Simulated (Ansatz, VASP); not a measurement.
## One calculation of F, two programs

The input INCAR:

```
SYSTEM = F
PREC = Accurate ; ENCUT = 520
EDIFF = 1E-6 ; ISMEAR = 0
SIGMA = 0.05 ; LREAL = .False.
LASPH = .True. ; NELM = 100
ALGO = Normal ; ISIF = 2
LWAVE = .False. ; LCHARG = .False.
GGA = PE ; IVDW = 12
NBANDS = 22
```

The input KPOINTS:

```
Automatic mesh
0
Gamma
  8 8 4
  0 0 0
```

The input POSCAR:

```
F
1.0
    2.7735902046     -1.7628796394      0.2927051127
    2.7735902046      1.7628796394      0.2927051127
   -0.8227725226      0.0000000000      6.6402307669
F
4
Direct
    0.9138648456      0.5855481450      0.1105934036
    0.4144518550      0.0861351544      0.3894065964
    0.0861351544      0.4144518550      0.8894065964
    0.5855481450      0.9138648456      0.6105934036
```

Input for Ansatz:

```yaml
crystal:
  lattice:
    - [2.7735902046, -1.7628796394, 0.2927051127]
    - [2.7735902046, 1.7628796394, 0.2927051127]
    - [-0.8227725226, 0.0, 6.6402307669]
  atoms:
    - { symbol: F, position: [0.9138648456, 0.585548145, 0.1105934036] }
    - { symbol: F, position: [0.414451855, 0.0861351544, 0.3894065964] }
    - { symbol: F, position: [0.0861351544, 0.414451855, 0.8894065964] }
    - { symbol: F, position: [0.585548145, 0.9138648456, 0.6105934036] }
basis:
  ecutwfc: 520.0
kpoints:
  mp_grid: { grid: [8, 8, 4] }
hamiltonian:
  xc: pbe
  dispersion: d3bj
scf:
  occupations: { method: gaussian, width: 0.05 }
output:
  forces: true
  stress: true
  eigenvalues: true
```

Alike in both runs: task single point; functional PBE; dispersion D3(BJ); k mesh 8 × 8 × 4; occupations gaussian, width 0.05 eV; no spin polarisation.

|  | VASP | Ansatz |
| --- | --- | --- |
| version | VASP 6.6.1 | Ansatz 0.2.0 |
| potentials or method | VASP PAW PBE potentials, release 64 (F), cutoff 520 eV | scalar-relativistic, plane waves, PAW |
| valence electrons in the cell | 28 | 28 |

```csv
,VASP,Ansatz,Ansatz less VASP
gap on the k mesh at the Fermi level (eV),1.21,1.26,+0.044
least direct gap on the mesh (eV),1.21,1.26,+0.044
pressure (GPa),-8.9,-8.7,+0.21
"traceless stress, the component that is largest in VASP (GPa)",-12.44,-12.95,-0.514
rms of the force components (eV/Å),1.729,1.804,+0.0748
```

Atom by atom the forces differ by 0.075 eV/Å (rms over components).
